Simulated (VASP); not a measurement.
# SiO2 (P4_12_12) in VASP: a series of runs

SiO2 is run at these levels: PBE, AM05; tasks: single point, band structure.

Program: VASP 6.6.1. These are calculated values, not measurements. Logs are shortened: lines on timing, memory, paths and dates and some standing lists are left out, and cuts for length are marked.

## 1. The cell of the first run

Symmetry: P4_12_12, No. 92, tetragonal system. Conventional cell: a = 4.982 Å, b = 4.982 Å, c = 6.963 Å, α = 90.00°, β = 90.00°, γ = 90.00°. Within 2.1 Å of Si (site symmetry 2) lie 4 O at 1.60 to 1.61 Å. Within 2.1 Å of O (site symmetry 1) lie 2 Si at 1.60 to 1.61 Å.

## 2. Single point, PBE

Contents of POSCAR:

```
SiO2
1.0
    4.9820000000      0.0000000000      0.0000000000
    0.0000000000      4.9820000000      0.0000000000
    0.0000000000      0.0000000000      6.9630000000
Si O
4 8
Direct
    0.7989700000      0.2010300000      0.7500000000
    0.7010300000      0.7010300000      0.5000000000
    0.2010300000      0.7989700000      0.2500000000
    0.2989700000      0.2989700000      0.0000000000
    0.1034700000      0.2398900000      0.8218700000
    0.2601100000      0.6034700000      0.0718700000
    0.8965300000      0.7601100000      0.3218700000
    0.7398900000      0.3965300000      0.5718700000
    0.6034700000      0.2601100000      0.9281300000
    0.7601100000      0.8965300000      0.6781300000
    0.3965300000      0.7398900000      0.4281300000
    0.2398900000      0.1034700000      0.1781300000
```

Contents of INCAR.step1:

```
ALGO     = Normal         # electronic algorithm
EDIFF    = 1E-6           # SCF threshold, eV
EFERMI   = MIDGAP       
ENCUT    = 460            # plane-wave cutoff, eV
GGA      = PE             # functional
GGA_COMPAT= F            
ISMEAR   = 0              # smearing method
KPAR     = 8            
LASPH    = T              # aspherical terms in the spheres
LCHARG   = T              # write CHGCAR
LREAL    = F              # projectors in reciprocal space
LWAVE    = F              # write WAVECAR
NBANDS   = 68             # bands
NELM     = 120            # most SCF steps
PREC     = Accurate       # precision mode
SIGMA    = 0.03           # smearing width, eV
```

Contents of KPOINTS.step1:

```
k-points
0
Gamma
  5 5 4
```

Contents of INCAR.step2:

```
ALGO     = Normal         # electronic algorithm
EDIFF    = 1E-6           # SCF threshold, eV
EFERMI   = MIDGAP       
EMAX     = 10.9674      
EMIN     = -14.0326     
ENCUT    = 460            # plane-wave cutoff, eV
GGA      = PE             # functional
GGA_COMPAT= F            
ICHARG   = 11             # starting density
ISMEAR   = -5             # smearing method
KPAR     = 8            
LASPH    = T              # aspherical terms in the spheres
LCHARG   = F              # write CHGCAR
LORBIT   = 11             # projections on sites
LREAL    = F              # projectors in reciprocal space
LWAVE    = F              # write WAVECAR
NBANDS   = 68             # bands
NEDOS    = 2001           # points of the DOS
NELM     = 120            # most SCF steps
PREC     = Accurate       # precision mode
```

Contents of KPOINTS.step2:

```
Automatic mesh
0
Gamma
  8 8 6
  0 0 0
```

Potentials or basis: VASP PAW PBE potentials, release 64 (Si, O).

On the command line:

```bash
$ cat potpaw_PBE.64/Si/POTCAR potpaw_PBE.64/O/POTCAR > POTCAR
$ cp INCAR.step1 INCAR
$ cp KPOINTS.step1 KPOINTS
$ mpirun -np 8 vasp_std > vasp.out
$ cp INCAR.step2 INCAR
$ cp KPOINTS.step2 KPOINTS
$ mpirun -np 8 vasp_std > vasp.out
```

OUTCAR:

```text
EDIFF = 1E-6
   EFERMI = MIDGAP
   EMIN = -14.0326
   ENCUT = 460
   GGA = PE
   ICHARG = 11
   ISMEAR = -5
   LASPH = T
   LORBIT = 11
   LREAL = F
   NELM = 120
   PREC = Accurate

 Found     60 irreducible k-points:

 Following reciprocal coordinates:
            Coordinates               Weight
  0.000000  0.000000  0.000000      1.000000
  0.125000  0.000000  0.000000      4.000000
  0.250000  0.000000  0.000000      4.000000
  0.375000  0.000000  0.000000      4.000000
  0.500000  0.000000  0.000000      2.000000
  0.125000  0.125000  0.000000      4.000000
   k-points           NKPTS =     60   k-points in BZ     NKDIM =     60   number of bands    NBANDS=     68
   number of dos      NEDOS =   2001   number of ions     NIONS =     12
   total plane-waves  NPLWV =  64800
   dimension x,y,z NGX =    36 NGY =   36 NGZ =   50
   dimension x,y,z NGXF=    72 NGYF=   72 NGZF=  100
   ions per type =               4   8
   NGX,Y,Z   is equivalent  to a cutoff of  12.01, 12.01, 11.94 a.u.
   NGXF,Y,Z  is equivalent  to a cutoff of  24.03, 24.03, 23.88 a.u.
 SYSTEM =  unknown system
   PREC   = accura    normal or accurate (medium, high low for compatibility)
   ISTART =      0    job   : 0-new  1-cont  2-samecut
   ICHARG =     11    charge: 1-file 2-atom 10-const
   ISPIN  =      1    spin polarized calculation?
   LNONCOLLINEAR =      F non collinear calculations
   LSORBIT =      F    spin-orbit coupling
   LASPH  =      T    aspherical Exc in radial PAW
   ENCUT  =  460.0 eV  33.81 Ry    5.81 a.u.   8.71  8.71 12.18*2*pi/ulx,y,z
   NELM   =    120;   NELMIN=  2; NELMDL=  0     # of ELM steps
   EDIFF  = 0.1E-05   stopping-criterion for ELM
   LREAL  =      F    real-space projection
   EDIFFG = 0.1E-04   stopping-criterion for IOM
   NSW    =      0    number of steps for IOM
   IBRION =     -1    ionic relax: 0-MD 1-quasi-New 2-CG
   NFREE  =      0    steps in history (QN), initial steepest desc. (CG)
   ISIF   =      2    stress and relaxation
   ISYM   =      2    0-nonsym 1-usesym 2-fastsym
   POTIM  = 0.5000    time-step for ionic-motion
   TEBEG  =    0.0;   TEEND  =   0.0 temperature during run

   SCALEE = 1.0000    scale energy and forces
   PSTRESS=    0.0 pullay stress
   NELECT =      64.0000    total number of electrons
   NUPDOWN=      -1.0000    fix difference up-down
   EMIN   = -14.03;   EMAX   = 10.97  energy-range for DOS
   EFERMI =   0.00;   METHOD = MIDGAP
   ISMEAR =    -5;   SIGMA  =   0.20  broadening in eV -4-tet -1-fermi 0-gaus
   EFERMI_NEDOS =   21; number of points for ismear=-14 and -15
   IALGO  =     38    algorithm
   IMIX   =      4    mixing-type and parameters
     AMIX     =   0.40;   BMIX     =  1.00
     AMIX_MAG =   1.60;   BMIX_MAG =  1.00
  volume/ion in A,a.u.               =      14.40        97.19
  Fermi-wavevector in a.u.,A,eV,Ry     =   1.175620  2.221599 18.804365  1.382082
  Thomas-Fermi vector in A             =   2.311997
   LORBIT       =     11    0 simple, 1 ext, 2 COOP (PROOUT), +10 PAW based schemes
   GGA     = PE    functional components
   LHFCALC =     F    Hartree Fock is set to
   AEXX    =    0.0000 exact exchange contribution
   IVDW    =     0    specifies the selected vdW correction
   LEPSILON=     F    determine dielectric tensor
   LRPA    =     F    only Hartree local field effects (RPA)

   CSHIFT  =0.1000    complex shift for real part using Kramers Kronig

   OMEGAMAX=  -1.0    maximum frequency
 non-spin polarized calculation
 Fermi weights with tetrahedron method with Bloechl corrections
  energy-cutoff  :      460.00
  volume of cell :      172.82
 maximum number of plane-waves:      3916
 NGX is ok and might be reduce to    36

 number of electron      64.0000001 magnetization

 Free energy of the ion-electron system (eV)
  ---------------------------------------------------
  ext. energy  EPLUGINS =         0.00000000
  ---------------------------------------------------
  free energy    TOTEN  =       -94.83364054 eV

  energy without entropy =      -94.83364054  energy(sigma->0) =      -94.83364054

 E-fermi :   2.9674     XC(G=0):  -8.3758

 val. band max:        0.0858847835   @ k =   0.0000   0.0000   0.0000
 cond. band min:       5.8489435635   @ k =   0.0000   0.0000   0.0000
 fundamental gap:      5.7630587799
 Fermi energy:         2.9674141735

 k-point     1 :       0.0000    0.0000    0.0000
  band No.  band energies     occupation
      1     -19.4178      2.00000
      2     -18.5122      2.00000
      3     -18.5122      2.00000
      4     -17.3369      2.00000
      5     -17.2857      2.00000
      6     -17.2825      2.00000
[... 36 lines left out ...]
     43      11.5063      0.00000
     44      11.6206      0.00000
[... 194 lines left out ...]
      4     -17.3780      2.00000
      5     -17.3412      2.00000
      6     -17.2946      2.00000
[... 36 lines left out ...]
     43      11.4899      0.00000
     44      12.0507      0.00000

 [... further k-points ...]

 [bands above 44 left out]

------------------------ aborting loop because EDIFF is reached ----------------------------------------

  FORCE on cell =-STRESS in cart. coord.  units (eV):
  Direction    XX          YY          ZZ          XY          YZ          ZX
  --------------------------------------------------------------------------------------
  -------------------------------------------------------------------------------------
  Total        6.0890953      6.0890953      6.7590198      0.0000000     -0.0000000      0.0000000
  in kB       56.4494239     56.4494239     62.6600095      0.0000000     -0.0000000      0.0000000
  external PRESSURE =      58.5196191 kB  Pullay stress =       0.0000000 kB

 VOLUME and BASIS-vectors are now :
 -----------------------------------------------------------------------------
  energy-cutoff  :      460.00
  volume of cell :      172.82
      direct lattice vectors                 reciprocal lattice vectors
     4.982000000  0.000000000  0.000000000     0.200722601  0.000000000  0.000000000
     0.000000000  4.982000000  0.000000000     0.000000000  0.200722601  0.000000000
     0.000000000  0.000000000  6.963000000     0.000000000  0.000000000  0.143616257

 POSITION                                       TOTAL-FORCE (eV/Angst)
 -----------------------------------------------------------------------------------
      3.98047      1.00153      5.22225         0.118962     -0.118962      0.000000
      3.49253      3.49253      3.48150        -0.118962     -0.118962      0.000000
      1.00153      3.98047      1.74075        -0.118962      0.118962      0.000000
      1.48947      1.48947      0.00000         0.118962      0.118962      0.000000
      0.51549      1.19513      5.72268         0.090785     -0.079465     -0.387443
      1.29587      3.00649      0.50043         0.079465      0.090785     -0.387443
      4.46651      3.78687      2.24118        -0.090785      0.079465     -0.387443
      3.68613      1.97551      3.98193        -0.079465     -0.090785     -0.387443
      3.00649      1.29587      6.46257         0.090785      0.079465      0.387443
      3.78687      4.46651      4.72182         0.079465     -0.090785      0.387443
      1.97551      3.68613      2.98107        -0.090785     -0.079465      0.387443
      1.19513      0.51549      1.24032        -0.079465      0.090785      0.387443
 -----------------------------------------------------------------------------------
    total drift:                               -0.000000      0.000000     -0.000000

  FREE ENERGIE OF THE ION-ELECTRON SYSTEM (eV)
  ---------------------------------------------------
  free  energy   TOTEN  =       -94.8336405375 eV

  energy  without entropy=      -94.8336405375  energy(sigma->0) =      -94.83364054

 total charge

# of ion       s       p       d       tot
------------------------------------------
    1        0.649   1.020   0.000   1.669
    2        0.649   1.020   0.000   1.669
    3        0.649   1.020   0.000   1.669
    4        0.649   1.020   0.000   1.669
    5        1.558   3.716   0.000   5.274
    6        1.558   3.716   0.000   5.274
    7        1.558   3.716   0.000   5.274
    8        1.558   3.716   0.000   5.274
    9        1.558   3.716   0.000   5.274
   10        1.558   3.716   0.000   5.274
   11        1.558   3.716   0.000   5.274
   12        1.558   3.716   0.000   5.274
--------------------------------------------------
tot         15.060  33.809   0.000  48.868
```

Wall time 60 s (8 MPI ranks of AMD EPYC 9R45 (Zen 5), shared host); peak memory 0.48 GiB.

What came out:

| Item | Value |
| --- | --- |
| Band gap on the k mesh | 5.76 eV |
| Valence electrons inside the program's atomic spheres | Si 1.67; O 5.27 |

Caveat: the cutoff is under 1.25 times the usual one of these potentials, so pressure, stress and relaxed cells hold a basis-set (Pulay) error.

## 3. Single point, PBE

POSCAR is that of step 2.

Edit INCAR.step1 of step 2 so:

```diff
@@ -3,3 +3,3 @@
 EFERMI   = MIDGAP       
-ENCUT    = 460            # plane-wave cutoff, eV
+ENCUT    = 640            # plane-wave cutoff, eV
 GGA      = PE             # functional
```

KPOINTS.step1 is that of step 2.

Edit INCAR.step2 of step 2 so:

```diff
@@ -3,5 +3,5 @@
 EFERMI   = MIDGAP       
-EMAX     = 10.9674      
-EMIN     = -14.0326     
-ENCUT    = 460            # plane-wave cutoff, eV
+EMAX     = 10.9651      
+EMIN     = -14.0349     
+ENCUT    = 640            # plane-wave cutoff, eV
 GGA      = PE             # functional
@@ -17,3 +17,3 @@
 NBANDS   = 68             # bands
-NEDOS    = 2001           # points of the DOS
+NEDOS    = 4001           # points of the DOS
 NELM     = 120            # most SCF steps
```

Contents of KPOINTS.step2:

```
Automatic mesh
0
Gamma
  13 13 10
  0 0 0
```

Potentials or basis: VASP PAW PBE potentials, release 64 (Si, O).

On the command line:

```bash
$ cat potpaw_PBE.64/Si/POTCAR potpaw_PBE.64/O/POTCAR > POTCAR
$ cp INCAR.step1 INCAR
$ cp KPOINTS.step1 KPOINTS
$ mpirun -np 8 vasp_std > vasp.out
$ cp INCAR.step2 INCAR
$ cp KPOINTS.step2 KPOINTS
$ mpirun -np 8 vasp_std > vasp.out
```

OUTCAR:

```text
EDIFF = 1E-6
   EFERMI = MIDGAP
   EMIN = -14.0349
   ENCUT = 640
   GGA = PE
   ICHARG = 11
   ISMEAR = -5
   LASPH = T
   LORBIT = 11
   LREAL = F
   NELM = 120
   PREC = Accurate

 ion  position               nearest neighbor table
   1  0.799  0.201  0.750-   8 1.60   9 1.60   5 1.61  10 1.61   2 3.08   4 3.08   2 3.08   4 3.08

   2  0.701  0.701  0.500-   7 1.60  10 1.60   8 1.61  11 1.61   1 3.08   3 3.08   1 3.08   3 3.08

   3  0.201  0.799  0.250-   6 1.60  11 1.60   7 1.61  12 1.61   2 3.08   4 3.08   4 3.08   2 3.08

[... 1385 lines left out ...]
      3.98047      1.00153      5.22225         0.119363     -0.119363      0.000000
      3.49253      3.49253      3.48150        -0.119363     -0.119363      0.000000
      1.00153      3.98047      1.74075        -0.119363      0.119363      0.000000
      1.48947      1.48947      0.00000         0.119363      0.119363      0.000000
      0.51549      1.19513      5.72268         0.088201     -0.078462     -0.382237
      1.29587      3.00649      0.50043         0.078462      0.088201     -0.382237
      4.46651      3.78687      2.24118        -0.088201      0.078462     -0.382237
      3.68613      1.97551      3.98193        -0.078462     -0.088201     -0.382237
      3.00649      1.29587      6.46257         0.088201      0.078462      0.382237
      3.78687      4.46651      4.72182         0.078462     -0.088201      0.382237
      1.97551      3.68613      2.98107        -0.088201     -0.078462      0.382237
      1.19513      0.51549      1.24032        -0.078462      0.088201      0.382237
 -----------------------------------------------------------------------------------
    total drift:                               -0.000000      0.000000     -0.000000

  FREE ENERGIE OF THE ION-ELECTRON SYSTEM (eV)
  ---------------------------------------------------
  free  energy   TOTEN  =       -94.8535102218 eV

  energy  without entropy=      -94.8535102218  energy(sigma->0) =      -94.85351022

 total charge

# of ion       s       p       d       tot
------------------------------------------
    1        0.649   1.020   0.000   1.669
    2        0.649   1.020   0.000   1.669
    3        0.649   1.020   0.000   1.669
    4        0.649   1.020   0.000   1.669
    5        1.546   3.718   0.000   5.264
    6        1.546   3.718   0.000   5.264
    7        1.546   3.718   0.000   5.264
    8        1.546   3.718   0.000   5.264
    9        1.546   3.718   0.000   5.264
   10        1.546   3.718   0.000   5.264
   11        1.546   3.718   0.000   5.264
   12        1.546   3.718   0.000   5.264
--------------------------------------------------
tot         14.965  33.824   0.000  48.790
```

OUTCAR.step1:

```text
EDIFF = 1E-6
   EFERMI = MIDGAP
   ENCUT = 640
   GGA = PE
   ISMEAR = 0
[... 1112 lines left out ...]
      3.00649      1.29587      6.46257         0.088137      0.078495      0.382373
      3.78687      4.46651      4.72182         0.078495     -0.088137      0.382373
      1.97551      3.68613      2.98107        -0.088137     -0.078495      0.382373
      1.19513      0.51549      1.24032        -0.078495      0.088137      0.382373
 -----------------------------------------------------------------------------------
    total drift:                               -0.000000      0.000000     -0.000000

  FREE ENERGIE OF THE ION-ELECTRON SYSTEM (eV)
  ---------------------------------------------------
  free  energy   TOTEN  =       -94.8535670356 eV

  energy  without entropy=      -94.8535670356  energy(sigma->0) =      -94.85356704
```

It took 2.6 min on 8 MPI ranks of AMD EPYC 9R45 (Zen 5), shared host; peak memory 1.5 GiB.

What came out:

| Property | Result |
| --- | --- |
| Band gap on the k mesh | 5.77 eV |
| Valence electrons inside the program's atomic spheres | Si 1.67; O 5.26 |

Caveat: an odd mesh through Γ misses points on the zone boundary, where band edges can lie. PBE gaps usually lie below the measured ones, often by a third to a half.

## 4. Band structure, AM05

POSCAR is that of step 3.

Contents of INCAR.step1:

```
SYSTEM = SiO2
GGA = AM
ISMEAR = 0
SIGMA = 0.03
LWAVE = .FALSE.
LCHARG = .TRUE.
NBANDS = 54
PREC = Accurate
LASPH = .TRUE.
LREAL = .FALSE.
ALGO = Normal
EDIFF = 1E-6
NELM = 120
GGA_COMPAT = .FALSE.
ENCUT = 460
EFERMI = MIDGAP
KPAR = 2
```

Contents of KPOINTS.step1:

```
Automatic mesh
0
Gamma
  4 4 3
  0 0 0
```

Contents of INCAR.step2:

```
SYSTEM = SiO2
GGA = AM
ISMEAR = 0
SIGMA = 0.03
LWAVE = .FALSE.
LCHARG = .FALSE.
NBANDS = 54
PREC = Accurate
LASPH = .TRUE.
LREAL = .FALSE.
ALGO = Normal
EDIFF = 1E-6
NELM = 120
GGA_COMPAT = .FALSE.
ENCUT = 460
EFERMI = MIDGAP
ICHARG = 11
KPAR = 2
```

Contents of KPOINTS.step2:

```
path GXMGZRAZ,XR,MA
12
line-mode
reciprocal
 0.0000000000  0.0000000000  0.0000000000  G
 0.0000000000  0.5000000000  0.0000000000  X

 0.0000000000  0.5000000000  0.0000000000  X
 0.5000000000  0.5000000000  0.0000000000  M

 0.5000000000  0.5000000000  0.0000000000  M
 0.0000000000  0.0000000000  0.0000000000  G

 0.0000000000  0.0000000000  0.0000000000  G
 0.0000000000  0.0000000000  0.5000000000  Z

 0.0000000000  0.0000000000  0.5000000000  Z
 0.0000000000  0.5000000000  0.5000000000  R

 0.0000000000  0.5000000000  0.5000000000  R
 0.5000000000  0.5000000000  0.5000000000  A

 0.5000000000  0.5000000000  0.5000000000  A
 0.0000000000  0.0000000000  0.5000000000  Z

 0.0000000000  0.5000000000  0.0000000000  X
 0.0000000000  0.5000000000  0.5000000000  R

 0.5000000000  0.5000000000  0.0000000000  M
 0.5000000000  0.5000000000  0.5000000000  A
```

On the command line:

```bash
$ cat potpaw_PBE.64/Si/POTCAR potpaw_PBE.64/O/POTCAR > POTCAR
$ cp INCAR.step1 INCAR
$ cp KPOINTS.step1 KPOINTS
$ mpirun -np 2 vasp_std > vasp.out
$ cp INCAR.step2 INCAR
$ cp KPOINTS.step2 KPOINTS
$ mpirun -np 2 vasp_std > vasp.out
```

It took 3.1 min on 2 MPI ranks of Intel Xeon Platinum 8559C (Emerald Rapids), shared host; peak memory 0.6 GiB.

Results (log left out):

```yaml
Band_gap_on_the_k_mesh: 5.90 eV
Band_gap_along_the_path: 5.90 eV
```

Levels at the corners of the path, in eV from the valence-band top:
| point | band 29 | band 30 | band 31 | band 32 | band 33 | band 34 | band 35 | band 36 |
| --- | --- | --- | --- | --- | --- | --- | --- | --- |
| Γ | -0.66 | -0.26 | -0.26 | 0.00 | 5.90 | 8.85 | 8.85 | 9.31 |
| X | -0.66 | -0.66 | -0.47 | -0.47 | 7.91 | 7.91 | 9.33 | 9.33 |
| X | -0.66 | -0.66 | -0.47 | -0.47 | 7.91 | 7.91 | 9.33 | 9.33 |
| M | -0.61 | -0.61 | -0.56 | -0.56 | 8.85 | 8.85 | 8.96 | 8.96 |
| M | -0.61 | -0.61 | -0.56 | -0.56 | 8.85 | 8.85 | 8.96 | 8.96 |
| Γ | -0.66 | -0.26 | -0.26 | 0.00 | 5.90 | 8.85 | 8.85 | 9.31 |
| Γ | -0.66 | -0.26 | -0.26 | 0.00 | 5.90 | 8.85 | 8.85 | 9.31 |
| Z | -0.51 | -0.51 | -0.40 | -0.40 | 7.12 | 7.12 | 9.43 | 9.43 |
| Z | -0.51 | -0.51 | -0.40 | -0.40 | 7.12 | 7.12 | 9.43 | 9.43 |
| R | -0.94 | -0.94 | -0.16 | -0.16 | 8.19 | 8.19 | 9.13 | 9.13 |
| R | -0.94 | -0.94 | -0.16 | -0.16 | 8.19 | 8.19 | 9.13 | 9.13 |
| A | -0.64 | -0.64 | -0.64 | -0.64 | 9.36 | 9.36 | 9.36 | 9.36 |
| A | -0.64 | -0.64 | -0.64 | -0.64 | 9.36 | 9.36 | 9.36 | 9.36 |
| Z | -0.51 | -0.51 | -0.40 | -0.40 | 7.12 | 7.12 | 9.43 | 9.43 |
| X | -0.66 | -0.66 | -0.47 | -0.47 | 7.91 | 7.91 | 9.33 | 9.33 |
| R | -0.94 | -0.94 | -0.16 | -0.16 | 8.19 | 8.19 | 9.13 | 9.13 |
| M | -0.61 | -0.61 | -0.56 | -0.56 | 8.85 | 8.85 | 8.96 | 8.96 |
| A | -0.64 | -0.64 | -0.64 | -0.64 | 9.36 | 9.36 | 9.36 | 9.36 |

Caveat: the cutoff is under 1.25 times the usual one of these potentials, so pressure, stress and relaxed cells hold a basis-set (Pulay) error; the log is that of the step along the path at fixed density, whose energy, stress, charges and moments have no meaning; the PAW data sets were made with another functional, which shifts forces and pressure a little.

(Continued in part 2 of 2.)
